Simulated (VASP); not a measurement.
Wanted: the native input for a VASP 6.6.1 run.

* Task: single point
* Functional: PBEsol
* Potentials or basis: VASP PAW PBE potentials, release 64 (Sb)
* Cutoff: 520 eV
* k mesh: 14 × 14 × 14
* Occupations: methfessel-paxton, width 0.1 eV
* Spin: no spin polarisation
* Dipole correction: no
* Further INCAR settings: ALGO = Normal; EDIFF = 1e-07; NBANDS = 8

The structure of Sb lies in POSCAR:

```
Sb
1.0
    3.0615049020      0.0000000000      0.0000000000
    0.0000000000      3.0615049020      0.0000000000
    0.0000000000      0.0000000000      3.0615049020
Sb
1
Direct
    0.0000000000      0.0000000000      0.0000000000
```

These files were run (other wordings do the same):

INCAR

```
PREC = Accurate
ENCUT = 520
EDIFF = 1E-7
ISMEAR = 1
SIGMA = 0.1
LREAL = F
LASPH = T
NELM = 80
ALGO = Normal
ISIF = 2
LWAVE = F
LCHARG = F
GGA = PS
NBANDS = 8
```

KPOINTS

```
Automatic mesh
0
Gamma
  14 14 14
```

Potentials or basis: VASP PAW PBE potentials, release 64 (Sb).

The run is started by

```console
$ cat potpaw_PBE.64/Sb/POTCAR > POTCAR
$ mpirun -np 1 vasp_std > vasp.out
```

It gave:

```json
{
  "Pressure": "0.1 GPa"
}
```

Caveat: the PAW data sets were made with another functional, which shifts forces and pressure a little.

It took 17 s on 1 thread of Intel Xeon 8259CL, with other jobs on the host, peak memory 0.15 GiB.
